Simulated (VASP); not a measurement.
Runs of VASP 6.6.1 on K. The structure is that of space group Fd-3m (No. 227), or close to it. The cells are those of the table. This isn't the form of K at room conditions, which is bcc.

| task | cell | k mesh | cutoff (eV) | gap on the mesh (eV) | pressure (GPa) |
| --- | --- | --- | --- | --- | --- |
| single point | a = 7.110 Å, angles 60.0°, 2 atoms | 6 × 6 × 6 | 520 | none | 0.0 |
| single point | a = 7.200 Å, angles 60.0°, 2 atoms | 6 × 6 × 6 | 520 | none | -0.1 |
| single point | a = 6.825 Å, angles 60.0°, 2 atoms | 6 × 6 × 6 | 520 | none | 0.1 |
| single point | a = 6.725 Å, angles 60.0°, 2 atoms | 6 × 6 × 6 | 520 | none | (a) |
| single point | a = 6.923 Å, angles 60.0°, 2 atoms | 6 × 6 × 6 | 520 | none | 0.0 |
| relaxation of cell and atoms | relaxed from a = 6.482 Å, angles 60.0°, 2 atoms | 6 × 6 × 6 | 600 | none | 0.0 |
| single point | a = 7.018 Å, angles 60.0°, 2 atoms | 6 × 6 × 6 | 520 | none | 0.0 |
| single point | a = 7.018 Å, angles 60.0°, 2 atoms | 9 × 9 × 9 | 520 | none | 0.0 |

Alike in all rows: level revPBE; potentials or basis VASP PAW PBE potentials, release 64 (K_sv); no spin polarisation; smearing fermi-dirac 0.1 eV.

Estimate the missing entries.

(a) 0.2.

Caveats: the PAW data sets were made with another functional, which shifts forces and pressure a little.

A gap of «none» marks levels without a gap at the run's occupations.
